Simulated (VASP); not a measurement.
# Ag (P6_3/mmc) in VASP: notebook

Runs on Ag. Level: RPBE. Tasks: single point.

Everything below comes from runs of VASP 6.6.1. Logs are shortened: lines on timing, memory, paths and dates and some standing lists are left out, and cuts for length are marked.

## (1) The cell of the first run

It takes space group P6_3/mmc (No. 194, hexagonal). Conventional cell: a = 2.969 Å, b = 2.969 Å, c = 9.795 Å, α = 90.00°, β = 90.00°, γ = 120.00°. Within 3.9 Å of Ag (site symmetry -6m2) lie 12 Ag at 2.97 to 2.99 Å. Ag (site symmetry -3m) has 12 Ag at 2.97 to 2.99 Å within 3.9 Å.

This isn't the form of Ag at room conditions, which is fcc.

## (2) Single point, RPBE

INCAR reads:

```
PREC = Accurate
ENCUT = 520
EDIFF = 1E-6
ISMEAR = -1
SIGMA = 0.1
LREAL = F
LASPH = T
NELM = 80
ALGO = Normal
ISIF = 2
LWAVE = F
LCHARG = F
GGA = RP
NBANDS = 30
```

KPOINTS reads:

```
regular mesh
0
Gamma
  13 13 3
```

POSCAR reads:

```
Ag
1.0
    2.9687554263      0.0000000000      0.0000000000
   -1.4843777132      2.5710176168      0.0000000000
    0.0000000000      0.0000000000      9.7951290277
Ag
4
Direct
    0.3333333333      0.6666666667      0.2500000000
    0.6666666667      0.3333333333      0.7500000000
    0.0000000000      0.0000000000      0.0000000000
    1.0000000000      1.0000000000      0.5000000000
```

Potentials or basis: VASP PAW PBE potentials, release 64 (Ag).

On the command line:

```console
$ cat potpaw_PBE.64/Ag/POTCAR > POTCAR
$ mpirun -np 1 vasp_std > vasp.out
```

OUTCAR:

```text
PREC = Accurate
   ENCUT = 520
   EDIFF = 1E-6
   ISMEAR = -1
   LREAL = F
   LASPH = T
   NELM = 80
   ISIF = 2
   GGA = RP

 ion  position               nearest neighbor table
   1  0.333  0.667  0.250-   3 2.99   4 2.99   3 2.99   4 2.99   3 2.99   4 2.99
   2  0.667  0.333  0.750-   3 2.99   4 2.99   3 2.99   4 2.99   3 2.99   4 2.99
   3  0.000  0.000  0.000-   1 2.99   2 2.99   2 2.99   1 2.99   2 2.99   1 2.99
   4  0.000  0.000  0.500-   1 2.99   2 2.99   2 2.99   1 2.99   2 2.99   1 2.99

  LATTYP: Found a hexagonal cell.
 ALAT       =     2.9687554263
 C/A-ratio  =     3.2994058523

  Lattice vectors:

 A1 = (   2.9687554263,   0.0000000000,   0.0000000000)
 A2 = (  -1.4843777132,   2.5710176168,   0.0000000000)
 A3 = (   0.0000000000,   0.0000000000,   9.7951290277)

Analysis of symmetry for initial positions (statically):
=====================================================================
 Subroutine PRICEL returns:
 Original cell was already a primitive cell.

 Routine SETGRP: Setting up the symmetry group for a
 hexagonal supercell.

 Subroutine GETGRP returns: Found 24 space group operations
 (whereof 12 operations were pure point group operations)
 out of a pool of 24 trial point group operations.

The static configuration has the point symmetry D_3d.
 The point group associated with its full space group is D_6h.

Analysis of symmetry for dynamics (positions and initial velocities):
=====================================================================
 Subroutine PRICEL returns:
 Original cell was already a primitive cell.

 Routine SETGRP: Setting up the symmetry group for a
 hexagonal supercell.

 Subroutine GETGRP returns: Found 24 space group operations
 (whereof 12 operations were pure point group operations)
 out of a pool of 24 trial point group operations.

The dynamic configuration has the point symmetry D_3d.
 The point group associated with its full space group is D_6h.

 Subroutine INISYM returns: Found 24 space group operations
 (whereof 12 operations are pure point group operations),
 and found     1 'primitive' translations

----------------------------------------------------------------------------------------

                                     Primitive cell

  volume of cell :      74.7635

[... 88 lines left out ...]
   LSORBIT =      F    spin-orbit coupling
   LASPH  =      T    aspherical Exc in radial PAW
   ENCUT  =  520.0 eV  38.22 Ry    6.18 a.u.   5.52  5.52 18.21*2*pi/ulx,y,z
   NELM   =     80;   NELMIN=  2; NELMDL= -5     # of ELM steps
   EDIFF  = 0.1E-05   stopping-criterion for ELM
   LREAL  =      F    real-space projection
   EDIFFG = 0.1E-04   stopping-criterion for IOM
   NSW    =      0    number of steps for IOM
   IBRION =     -1    ionic relax: 0-MD 1-quasi-New 2-CG
   NFREE  =      0    steps in history (QN), initial steepest desc. (CG)
   ISIF   =      2    stress and relaxation
   ISYM   =      2    0-nonsym 1-usesym 2-fastsym
   POTIM  = 0.5000    time-step for ionic-motion
   TEBEG  =    0.0;   TEEND  =   0.0 temperature during run
   PSTRESS=    0.0 pullay stress
   NELECT =      44.0000    total number of electrons
   NUPDOWN=      -1.0000    fix difference up-down
   EMIN   =  10.00;   EMAX   =-10.00  energy-range for DOS
   EFERMI =   0.00;   METHOD = LEGACY
   ISMEAR =    -1;   SIGMA  =   0.10  broadening in eV -4-tet -1-fermi 0-gaus
   EFERMI_NEDOS =   21; number of points for ismear=-14 and -15
   IALGO  =     38    algorithm
   IMIX   =      4    mixing-type and parameters
     AMIX     =   0.40;   BMIX     =  1.00
     AMIX_MAG =   1.60;   BMIX_MAG =  1.00
  volume/ion in A,a.u.               =      18.69       126.13
  Fermi-wavevector in a.u.,A,eV,Ry     =   1.371921  2.592555 25.608449  1.882168
  Thomas-Fermi vector in A             =   2.497575
   LORBIT       =      0    0 simple, 1 ext, 2 COOP (PROOUT), +10 PAW based schemes
   GGA     = RP    functional components
   LHFCALC =     F    Hartree Fock is set to
   AEXX    =    0.0000 exact exchange contribution
   IVDW    =     0    specifies the selected vdW correction
   LEPSILON=     F    determine dielectric tensor
   LRPA    =     F    only Hartree local field effects (RPA)
 non-spin polarized calculation
  energy-cutoff  :      520.00
  volume of cell :       74.76
 maximum number of plane-waves:      2046
 NGX is ok and might be reduce to    24
   NGX = 11   NGY = 11   NGZ = 37

 number of electron      44.0000003 magnetization

 Free energy of the ion-electron system (eV)
  ---------------------------------------------------
  ext. energy  EPLUGINS =         0.00000000
  ---------------------------------------------------
  free energy    TOTEN  =        -8.81355212 eV

  energy without entropy =       -8.77238721  energy(sigma->0) =       -8.79296966

 E-fermi :   7.5310     XC(G=0): -11.5285

 val. band max:        7.4034849939   @ k =   0.4615  -0.0000   0.3333
 cond. band min:       7.5482656881   @ k =   0.2308   0.2308   0.0000
 fundamental gap:      0.1447806942
 Fermi energy:         7.5310425585

 k-point     1 :       0.0000    0.0000    0.0000
  band No.  band energies     occupation
      1       0.2808      2.00000
      2       1.4949      2.00000
      3       1.5121      2.00000
      4       1.5130      2.00000
      5       2.8105      2.00000
      6       2.8414      2.00000
[... 781 lines left out ...]
     29      21.1927      0.00000
     30      22.1111      0.00000

 [... further k-points ...]

------------------------ aborting loop because EDIFF is reached ----------------------------------------

  FORCE on cell =-STRESS in cart. coord.  units (eV):
  Direction    XX          YY          ZZ          XY          YZ          ZX
  --------------------------------------------------------------------------------------
  -------------------------------------------------------------------------------------
  Total       -0.0325216     -0.0325216     -0.0336474      0.0000000     -0.0000000      0.0000000
  in kB       -0.6969358     -0.6969358     -0.7210625      0.0000000     -0.0000000      0.0000000
  external PRESSURE =      -0.7049780 kB  Pullay stress =       0.0000000 kB

 VOLUME and BASIS-vectors are now :
 -----------------------------------------------------------------------------
  energy-cutoff  :      520.00
  volume of cell :       74.76
      direct lattice vectors                 reciprocal lattice vectors
     2.968755426  0.000000000  0.000000000     0.336841490  0.194475525  0.000000000
    -1.484377713  2.571017617  0.000000000     0.000000000  0.388951049  0.000000000
     0.000000000  0.000000000  9.795129028     0.000000000  0.000000000  0.102091560

 POSITION                                       TOTAL-FORCE (eV/Angst)
 -----------------------------------------------------------------------------------
     -0.00000      1.71401      2.44878        -0.000000      0.000000      0.000000
      1.48438      0.85701      7.34635         0.000000     -0.000000     -0.000000
      0.00000      0.00000      0.00000        -0.000000      0.000000     -0.000000
      0.00000      0.00000      4.89756        -0.000000      0.000000     -0.000000
 -----------------------------------------------------------------------------------
    total drift:                               -0.000000      0.000000     -0.000000

  FREE ENERGIE OF THE ION-ELECTRON SYSTEM (eV)
  ---------------------------------------------------
  free  energy   TOTEN  =        -8.8135521175 eV

  energy  without entropy=       -8.7723872095  energy(sigma->0) =       -8.79296966
```

OSZICAR:

```text
N       E                     dE             d eps       ncg     rms          rms(c)
DAV:   1     0.292897467097E+03    0.29290E+03   -0.22513E+04  2520   0.143E+03
DAV:   2    -0.311935028134E+01   -0.29602E+03   -0.28027E+03  2592   0.328E+02
DAV:   3    -0.947444154911E+01   -0.63551E+01   -0.63143E+01  2886   0.542E+01
DAV:   4    -0.950412070920E+01   -0.29679E-01   -0.29673E-01  2730   0.364E+00
DAV:   5    -0.950442662136E+01   -0.30591E-03   -0.30591E-03  2922   0.402E-01    0.792E+00
DAV:   6    -0.883166102730E+01    0.67277E+00   -0.21273E+00  2742   0.119E+01    0.563E+00
DAV:   7    -0.881796839697E+01    0.13693E-01   -0.30533E-02  2814   0.115E+00    0.332E+00
DAV:   8    -0.881345674808E+01    0.45116E-02   -0.41920E-03  2730   0.465E-01    0.119E-01
DAV:   9    -0.881349811120E+01   -0.41363E-04   -0.56519E-05  2928   0.498E-02    0.459E-02
DAV:  10    -0.881355011861E+01   -0.52007E-04   -0.45401E-05  2736   0.552E-02    0.170E-02
DAV:  11    -0.881355229735E+01   -0.21787E-05   -0.99841E-07  1842   0.979E-03    0.102E-03
DAV:  12    -0.881355211752E+01    0.17983E-06   -0.87735E-08  1548   0.237E-03
   1 F= -.88135521E+01 E0= -.87929697E+01  d E =-.411649E-01
```

stdout:

```text
POSCAR found type information on POSCAR Ag
 POSCAR found :  1 types and       4 ions
 scaLAPACK will be used
 -----------------------------------------------------------------------------
|                                                                             |
|                                                                             |
|     You enforced a specific xc type in the INCAR file but a different       |
|     I HOPE YOU KNOW WHAT YOU ARE DOING!                                     |
|                                                                             |
 -----------------------------------------------------------------------------

 LDA part: xc-table for (Slater+PW92), standard interpolation
 POSCAR, INCAR and KPOINTS ok, starting setup
 FFT: planning ... GRIDC
 FFT: planning ... GRID_SOFT
 FFT: planning ... GRID
 WAVECAR not read
 entering main loop
```

It took 46 s on 1 thread of AMD EPYC 9R45 (Zen 5), shared host; peak memory 0.21 GiB.

What came out:

```yaml
Free_energy: -8.8136 eV
Pressure: -0.1 GPa
Band_gap_on_the_k_mesh: zero (bands 22 and 23 overlap by 6.33 eV)
```

Caveat: the PAW data sets were made with another functional, which shifts forces and pressure a little.

## (3) Single point, RPBE (16.45 Å³/atom)

This run uses another cell than the first one, of 16.45 Å³/atom.

INCAR, as its differences from that of step 2:

```diff
@@ -7,3 +7,3 @@
 LASPH = T
-NELM = 80
+NELM = 60
 ALGO = Normal
```

KPOINTS reads:

```
regular mesh
0
Gamma
  14 14 4
```

POSCAR reads:

```
Ag
1.0
    2.8449107401      0.0000000000      0.0000000000
   -1.4224553701      2.4637649724      0.0000000000
    0.0000000000      0.0000000000      9.3865151452
Ag
4
Direct
    0.3333333333      0.6666666667      0.2500000000
    0.6666666667      0.3333333333      0.7500000000
    0.0000000000      0.0000000000      0.0000000000
    1.0000000000      1.0000000000      0.5000000000
```

Potentials or basis: VASP PAW PBE potentials, release 64 (Ag).

On the command line:

```console
$ cat potpaw_PBE.64/Ag/POTCAR > POTCAR
$ mpirun -np 1 vasp_std > vasp.out
```

It took 69 s on 1 thread of AMD EPYC 9R45 (Zen 5), shared host; peak memory 0.22 GiB.

Results (log left out):

| Quantity | Value |
| --- | --- |
| Free energy | -8.4722 eV |
| Pressure | 13.7 GPa |
| Band gap on the k mesh | zero (bands 22 and 23 overlap by 6.11 eV) |

Stress tensor (GPa, compression positive):
```
14.24  0.00  0.00
 0.00 14.24  0.00
 0.00  0.00 12.58
```

Levels at points of the mesh, in eV from the Fermi level:
```
           k point  band 19  band 20  band 21  band 22  band 23  band 24  band 25  band 26
(0.00, 0.00, 0.00)    -3.69    -3.48    -3.48    -3.07    -3.07    -0.54     3.71    11.23
(0.50, 0.00, 0.00)    -2.83    -2.83    -0.20     0.73     1.14     1.68     4.61     4.66
(0.00, 0.00, 0.50)    -3.23    -3.23    -3.23    -3.23    -2.59    -2.59     6.57     6.57
(0.50, 0.00, 0.50)    -2.85    -2.85     0.27     0.27     1.51     1.51     4.99     4.99
```

Caveat: the cell stands under pressure; the PAW data sets were made with another functional, which shifts forces and pressure a little.
